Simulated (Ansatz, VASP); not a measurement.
# Be in VASP and in Ansatz

```
CELL_PARAMETERS angstrom
0.00000 0.00000 4.13129
4.46548 0.00000 0.00000
0.00000 4.46548 0.00000
ATOMIC_POSITIONS crystal
Be 0.00000 0.25000 0.25000
Be 0.50000 0.25000 0.25000
Be 0.00000 0.25000 0.75000
Be 0.50000 0.25000 0.75000
Be 0.00000 0.75000 0.25000
Be 0.50000 0.75000 0.25000
Be 0.00000 0.75000 0.75000
Be 0.50000 0.75000 0.75000
```

Alike in both runs: task single point; functional PBE; k mesh 6 × 6 × 6; occupations gaussian, width 0.2 eV; no spin polarisation.

|  | VASP | Ansatz |
| --- | --- | --- |
| version | VASP 6.6.1 | Ansatz 0.2.0 |
| potentials or method | VASP PAW PBE potentials, release 64 (Be), cutoff 520 eV | scalar-relativistic, plane waves, PAW |
| valence electrons in the cell | 16 | 16 |

Ansatz gave:

| Property | Result |
| --- | --- |
| gap on the k mesh at the Fermi level (eV) | none |
| pressure (GPa) | 0.3 |
| traceless stress, the component that is largest in VASP (GPa) | -0.74 |

Task: What did VASP give for the same quantities?

Result: gap on the k mesh at the Fermi level (eV): none; pressure (GPa): 0.4; traceless stress, the component that is largest in VASP (GPa): -0.68.

A gap of «none» marks a metal or a gap that the smearing closes.
